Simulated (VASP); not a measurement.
Input of a VASP 6.6.1 run:

Contents of INCAR:

```
SYSTEM = MgH2
ALGO     = Normal         ! electronic algorithm
EDIFF    = 1E-6           ! SCF threshold, eV
EDIFFG   = -0.025         ! ionic threshold
ENCUT    = 600            ! plane-wave cutoff, eV
GGA      = PE             ! functional
IBRION   = 2              ! ionic algorithm
ISIF     = 3              ! what is computed and relaxed
ISMEAR   = 0              ! smearing method
LASPH    = .True.         ! aspherical terms in the spheres
LCHARG   = .False.        ! write CHGCAR
LREAL    = .False.        ! projectors in reciprocal space
LWAVE    = .False.        ! write WAVECAR
NELM     = 60             ! most SCF steps
NSW      = 90             ! ionic steps
PREC     = Accurate       ! precision mode
SIGMA    = 0.1            ! smearing width, eV
```

File KPOINTS:

```
k-points
0
Gamma
  14 14 14
  0 0 0
```

POSCAR

```
MgH2
1.0
   -1.6814749712      1.6814749712      2.3762177144
    1.6814749712     -1.6814749712      2.3762177144
    1.6814749712      1.6814749712     -2.3762177144
Mg H
1 2
Direct
    0.0000000000      0.0000000000      0.0000000000
    0.2500000000      0.7500000000      0.5000000000
    0.7500000000      0.2500000000      0.5000000000
```

Potentials or basis: VASP PAW PBE potentials, release 64 (Mg, H).

Command:

```sh
$ cat potpaw_PBE.64/Mg/POTCAR potpaw_PBE.64/H/POTCAR > POTCAR
$ mpirun -np 1 vasp_std > vasp.out
```

Problem. Predict the band gap on the k mesh.

Solution. Zero (band 2 reaches 3.90 eV, above the bottom of band 3 at 2.61 eV).

Final structure:
```
Mg H
1.0
    -1.68147    1.68147    2.37622
     1.68147   -1.68147    2.37622
     1.68147    1.68147   -2.37622
Mg H
1 2
Direct
  0.00000 0.00000 0.00000
  0.25000 0.75000 0.50000
  0.75000 0.25000 0.50000
```

Caveat: the relaxation stopped at its first step, so nothing moved.
